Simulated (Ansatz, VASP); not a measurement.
One calculation of SnSe, two programs

```
CELL_PARAMETERS angstrom
0.00000 3.38881 3.38881
3.38881 0.00000 3.38881
3.38881 3.38881 0.00000
ATOMIC_POSITIONS crystal
Sn 0.00000 0.00000 0.00000
Se 0.75000 0.75000 0.75000
```

Change from the starting cell: species swapped into the CdTe type (F-43m, No. 216).

Alike in both runs: functional PBE; k mesh 6 × 6 × 6; occupations gaussian, width 0.1 eV; no spin polarisation.

Ansatz relaxed the structure, and its values are those at the end. VASP's run is a single point on that final structure, the one shown.

|  | VASP | Ansatz |
| --- | --- | --- |
| version | VASP 6.6.1 | Ansatz 0.2.0 |
| potentials or method | VASP PAW PBE potentials, release 64 (Sn_d, Se), cutoff 520 eV | scalar-relativistic, plane waves, PAW |
| valence electrons in the cell | 20 | 30 |

|  | VASP | Ansatz | Ansatz less VASP |
| --- | --- | --- | --- |
| gap on the k mesh at the Fermi level (eV) | 0.21 | 0.21 | +0.001 |
| least direct gap on the mesh (eV) | 0.68 | 0.68 | +0.001 |
| pressure (GPa) | 0.0 | 0.0 | 0.00 |

With one functional, cell and mesh, what is left measures potentials, basis and numerics. VASP's potentials hold 20 valence electrons a cell and Ansatz's 30, so a difference there can come from the potentials and not from the codes.
